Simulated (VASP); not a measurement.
# Y (P6_3/mmc) in VASP: further runs, part 2 of 2

VASP 6.6.1. The steps go on from the part before.

## Step 3: Electric field gradients, LDA (volume scaled by 1.02)

INCAR reads:

```
SYSTEM = Y
PREC = Accurate ; ENCUT = 520
EDIFF = 1E-8 ; ISMEAR = -1
SIGMA = 0.08 ; LREAL = .False.
LASPH = .True. ; NELM = 100
ALGO = Normal ; ISIF = 2
LWAVE = .False. ; LCHARG = .False.
LEFG = .True. ; NBANDS = 18
```

KPOINTS reads:

```
regular mesh
0
Gamma
  12 12 7
  0 0 0
```

POSCAR reads:

```
Y
1.0
    3.6756820560      0.0000000000      0.0000000000
   -1.8378410280      3.1832340367      0.0000000000
    0.0000000000      0.0000000000      5.7854633609
Y
2
Direct
    0.3333333333      0.6666666667      0.2500000000
    0.6666666667      0.3333333333      0.7500000000
```

Potentials or basis: VASP PAW LDA potentials, release 64 (Y_sv).

Command:

```sh
$ cat potpaw_LDA.64/Y_sv/POTCAR > POTCAR
$ mpirun -np 1 vasp_std > vasp.out
```

OUTCAR:

```text
SYSTEM = Y
   PREC = Accurate
   ENCUT = 520
   EDIFF = 1E-8
   ISMEAR = -1
   LREAL = .False.
   LASPH = .True.
   NELM = 100
   ISIF = 2

 ion  position               nearest neighbor table
   1  0.333  0.667  0.250-   2 3.59   2 3.59   2 3.59   2 3.59   2 3.59   2 3.59
   2  0.667  0.333  0.750-   1 3.59   1 3.59   1 3.59   1 3.59   1 3.59   1 3.59

  LATTYP: Found a hexagonal cell.
 ALAT       =     3.6756820560
 C/A-ratio  =     1.5739836234

  Lattice vectors:

 A1 = (   3.6756820560,   0.0000000000,   0.0000000000)
 A2 = (  -1.8378410280,   3.1832340367,   0.0000000000)
 A3 = (   0.0000000000,   0.0000000000,   5.7854633609)

Analysis of symmetry for initial positions (statically):
=====================================================================
 Subroutine PRICEL returns:
 Original cell was already a primitive cell.

 Routine SETGRP: Setting up the symmetry group for a
 hexagonal supercell.

 Subroutine GETGRP returns: Found 24 space group operations
 (whereof 12 operations were pure point group operations)
 out of a pool of 24 trial point group operations.

The static configuration has the point symmetry D_3d.
 The point group associated with its full space group is D_6h.

Analysis of symmetry for dynamics (positions and initial velocities):
=====================================================================
 Subroutine PRICEL returns:
 Original cell was already a primitive cell.

 Routine SETGRP: Setting up the symmetry group for a
 hexagonal supercell.

 Subroutine GETGRP returns: Found 24 space group operations
 (whereof 12 operations were pure point group operations)
[... 161 lines left out ...]
      2     -39.7817      2.00000
      3     -20.2162      2.00000
      4     -19.7785      2.00000
      5     -19.7785      2.00000
      6     -19.6966      2.00000
[... 481 lines left out ...]
      5     -19.9623      2.00000
      6     -19.8549      2.00000
[... 10 lines left out ...]
     17       6.3886      0.00000
     18       6.5884      0.00000

 [... further k-points ...]

------------------------ aborting loop because EDIFF is reached ----------------------------------------

  FORCE on cell =-STRESS in cart. coord.  units (eV):
  Direction    XX          YY          ZZ          XY          YZ          ZX
  --------------------------------------------------------------------------------------
  -------------------------------------------------------------------------------------
  Total       -1.8698144     -1.8698144     -2.1199008      0.0000000      0.0000000      0.0000000
  in kB      -44.2552130    -44.2552130    -50.1743159      0.0000000      0.0000000      0.0000000
  external PRESSURE =     -46.2282473 kB  Pullay stress =       0.0000000 kB

 VOLUME and BASIS-vectors are now :
 -----------------------------------------------------------------------------
  energy-cutoff  :      520.00
  volume of cell :       67.69
      direct lattice vectors                 reciprocal lattice vectors
     3.675682056  0.000000000  0.000000000     0.272058351  0.157072962  0.000000000
    -1.837841028  3.183234037  0.000000000     0.000000000  0.314145925  0.000000000
     0.000000000  0.000000000  5.785463361     0.000000000  0.000000000  0.172847002

 POSITION                                       TOTAL-FORCE (eV/Angst)
 -----------------------------------------------------------------------------------
     -0.00000      2.12216      1.44637         0.000000      0.000000      0.000000
      1.83784      1.06108      4.33910        -0.000000     -0.000000      0.000000
 -----------------------------------------------------------------------------------
    total drift:                               -0.000000      0.000000     -0.000000

  FREE ENERGIE OF THE ION-ELECTRON SYSTEM (eV)
  ---------------------------------------------------
  free  energy   TOTEN  =       -13.8054857917 eV

  energy  without entropy=      -13.7204625679  energy(sigma->0) =      -13.76297418

 Electric field gradients (V/A^2)
---------------------------------------------------------------------
 ion       V_xx      V_yy      V_zz      V_xy      V_xz      V_yz
---------------------------------------------------------------------
   1     -11.934   -11.934    23.868    -0.000     0.000    -0.000
   2     -11.934   -11.934    23.868    -0.000    -0.000     0.000
---------------------------------------------------------------------

 Electric field gradients after diagonalization (V/A^2)
 (convention: |V_zz| > |V_xx| > |V_yy|)
----------------------------------------------------------------------
 ion       V_xx      V_yy      V_zz     asymmetry (V_yy - V_xx)/ V_zz
----------------------------------------------------------------------
   1     -11.934   -11.934    23.868       0.000
   2     -11.934   -11.934    23.868       0.000
----------------------------------------------------------------------

           NMR quadrupolar parameters

 Cq : quadrupolar parameter    Cq=e*Q*V_zz/h
 eta: asymmetry parameters     (V_yy - V_xx)/ V_zz
 Q  : nuclear electric quadrupole moment in mb (millibarn)
----------------------------------------------------------------------
 ion       Cq(MHz)       eta       Q (mb)
----------------------------------------------------------------------
   1       0.058       0.000       1.000
   2       0.058       0.000       1.000
----------------------------------------------------------------------
```

OSZICAR:

```text
N       E                     dE             d eps       ncg     rms          rms(c)
DAV:   1     0.885292768444E+02    0.88529E+02   -0.11252E+04  2736   0.115E+03
DAV:   2    -0.686989294126E+01   -0.95399E+02   -0.93913E+02  3462   0.259E+02
DAV:   3    -0.140586229409E+02   -0.71887E+01   -0.71376E+01  4772   0.428E+01
DAV:   4    -0.142799815730E+02   -0.22136E+00   -0.22108E+00  3460   0.730E+00
DAV:   5    -0.142854180200E+02   -0.54364E-02   -0.54347E-02  3966   0.921E-01    0.326E+01
DAV:   6    -0.139004521544E+02    0.38497E+00   -0.45039E-01  3038   0.386E+00    0.201E+01
DAV:   7    -0.138185949418E+02    0.81857E-01   -0.84923E-01  3660   0.476E+00    0.159E+00
DAV:   8    -0.138058089232E+02    0.12786E-01   -0.14386E-01  3324   0.217E+00    0.794E-01
DAV:   9    -0.138054601657E+02    0.34876E-03   -0.40297E-03  3614   0.398E-01    0.305E-01
DAV:  10    -0.138054963206E+02   -0.36155E-04   -0.10406E-03  3148   0.280E-01    0.182E-01
DAV:  11    -0.138054866397E+02    0.96809E-05   -0.55264E-05  4258   0.534E-02    0.191E-02
DAV:  12    -0.138054862320E+02    0.40765E-06   -0.15852E-05  3282   0.337E-02    0.248E-02
DAV:  13    -0.138054857904E+02    0.44165E-06   -0.41056E-06  3030   0.182E-02    0.266E-03
DAV:  14    -0.138054857910E+02   -0.60209E-09   -0.18577E-07  4144   0.252E-03    0.820E-04
DAV:  15    -0.138054857917E+02   -0.75624E-09   -0.85038E-09  2138   0.788E-04
   1 F= -.13805486E+02 E0= -.13762974E+02  d E =-.850232E-01
```

Run time: 51 s. Hardware: 1 thread of AMD EPYC 9R45 (Zen 5), shared host; peak memory 0.19 GiB.

What came out:

```yaml
Free_energy: -13.8055 eV
Pressure: -4.6 GPa
Band_gap_on_the_k_mesh: zero (band 11 reaches 3.54 eV, above the bottom of band 12 at 2.27 eV)
```

Electric field gradients, principal values (V/Å²):
```tsv
atom	least	middle	greatest (by size)
1 Y	-11.934	-11.934	23.868
2 Y	-11.934	-11.934	23.868
```

Caveat: without QUAD_EFG the Cq values of the log hold for a quadrupole moment of 1 mb, not for the nuclei.

## Step 4: Electric field gradients, LDA (volume scaled by 1.02)

INCAR reads:

```
PREC = Accurate ; ENCUT = 520
EDIFF = 1E-8 ; ISMEAR = -1
SIGMA = 0.08 ; LREAL = F
LASPH = T ; NELM = 80
ALGO = Normal ; ISIF = 2
LWAVE = F ; LCHARG = F
LEFG = T ; NBANDS = 18
```

KPOINTS reads:

```
Automatic mesh
0
Gamma
  12 12 7
```

POSCAR is that of step 3.

Potentials or basis: VASP PAW LDA potentials, release 64 (Y_sv).

Command:

```sh
$ cat potpaw_LDA.64/Y_sv/POTCAR > POTCAR
$ mpirun -np 1 vasp_std > vasp.out
```

OUTCAR:

```text
PREC = Accurate
   ENCUT = 520
   EDIFF = 1E-8
   ISMEAR = -1
   LREAL = F
   LASPH = T
   NELM = 80
   ISIF = 2

 ion  position               nearest neighbor table
   1  0.333  0.667  0.250-   2 3.59   2 3.59   2 3.59   2 3.59   2 3.59   2 3.59
   2  0.667  0.333  0.750-   1 3.59   1 3.59   1 3.59   1 3.59   1 3.59   1 3.59

  LATTYP: Found a hexagonal cell.
 ALAT       =     3.6756820560
 C/A-ratio  =     1.5739836234

  Lattice vectors:

 A1 = (   3.6756820560,   0.0000000000,   0.0000000000)
 A2 = (  -1.8378410280,   3.1832340367,   0.0000000000)
[... 718 lines left out ...]
  ---------------------------------------------------
  free  energy   TOTEN  =       -13.8054857917 eV

  energy  without entropy=      -13.7204625679  energy(sigma->0) =      -13.76297418

 Electric field gradients (V/A^2)
---------------------------------------------------------------------
 ion       V_xx      V_yy      V_zz      V_xy      V_xz      V_yz
---------------------------------------------------------------------
   1     -11.934   -11.934    23.868    -0.000     0.000    -0.000
   2     -11.934   -11.934    23.868    -0.000    -0.000     0.000
---------------------------------------------------------------------

 Electric field gradients after diagonalization (V/A^2)
 (convention: |V_zz| > |V_xx| > |V_yy|)
----------------------------------------------------------------------
 ion       V_xx      V_yy      V_zz     asymmetry (V_yy - V_xx)/ V_zz
----------------------------------------------------------------------
   1     -11.934   -11.934    23.868       0.000
   2     -11.934   -11.934    23.868       0.000
----------------------------------------------------------------------

           NMR quadrupolar parameters

 Cq : quadrupolar parameter    Cq=e*Q*V_zz/h
 eta: asymmetry parameters     (V_yy - V_xx)/ V_zz
 Q  : nuclear electric quadrupole moment in mb (millibarn)
----------------------------------------------------------------------
 ion       Cq(MHz)       eta       Q (mb)
----------------------------------------------------------------------
   1       0.058       0.000       1.000
   2       0.058       0.000       1.000
----------------------------------------------------------------------
```

OSZICAR:

```text
N       E                     dE             d eps       ncg     rms          rms(c)
DAV:   1     0.885292768444E+02    0.88529E+02   -0.11252E+04  2736   0.115E+03
DAV:   2    -0.686989294126E+01   -0.95399E+02   -0.93913E+02  3462   0.259E+02
DAV:   3    -0.140586229409E+02   -0.71887E+01   -0.71376E+01  4772   0.428E+01
DAV:   4    -0.142799815730E+02   -0.22136E+00   -0.22108E+00  3460   0.730E+00
DAV:   5    -0.142854180200E+02   -0.54364E-02   -0.54347E-02  3966   0.921E-01    0.326E+01
DAV:   6    -0.139004521544E+02    0.38497E+00   -0.45039E-01  3038   0.386E+00    0.201E+01
DAV:   7    -0.138185949418E+02    0.81857E-01   -0.84923E-01  3660   0.476E+00    0.159E+00
DAV:   8    -0.138058089232E+02    0.12786E-01   -0.14386E-01  3324   0.217E+00    0.794E-01
DAV:   9    -0.138054601657E+02    0.34876E-03   -0.40297E-03  3614   0.398E-01    0.305E-01
DAV:  10    -0.138054963206E+02   -0.36155E-04   -0.10406E-03  3148   0.280E-01    0.182E-01
DAV:  11    -0.138054866397E+02    0.96809E-05   -0.55264E-05  4258   0.534E-02    0.191E-02
DAV:  12    -0.138054862320E+02    0.40765E-06   -0.15852E-05  3282   0.337E-02    0.248E-02
DAV:  13    -0.138054857904E+02    0.44165E-06   -0.41056E-06  3030   0.182E-02    0.266E-03
DAV:  14    -0.138054857910E+02   -0.60209E-09   -0.18577E-07  4144   0.252E-03    0.820E-04
DAV:  15    -0.138054857917E+02   -0.75624E-09   -0.85038E-09  2138   0.788E-04
   1 F= -.13805486E+02 E0= -.13762974E+02  d E =-.850232E-01
```

Wall time 51 s (1 thread of AMD EPYC 9R45 (Zen 5), shared host); peak memory 0.19 GiB.

Results:

```
Free energy            : -13.8055 eV
Pressure               : -4.6 GPa
Band gap on the k mesh : zero (band 11 reaches 3.54 eV, above the bottom of band 12 at 2.27 eV)
```

Levels at points of the mesh, in eV from the Fermi level:
```tsv
k point	band 9	band 10	band 11	band 12	band 13	band 14
(0.00, 0.00, 0.00)	-4.63	-1.84	0.86	1.67	1.67	1.93
(0.50, 0.00, 0.00)	-1.67	-1.15	-0.78	-0.09	1.32	1.40
```

Electric field gradients, principal values (V/Å²):
```
atom    least   middle  greatest (by size)
 1 Y  -11.934  -11.934              23.868
 2 Y  -11.934  -11.934              23.868
```

Caveat: without QUAD_EFG the Cq values of the log hold for a quadrupole moment of 1 mb, not for the nuclei.
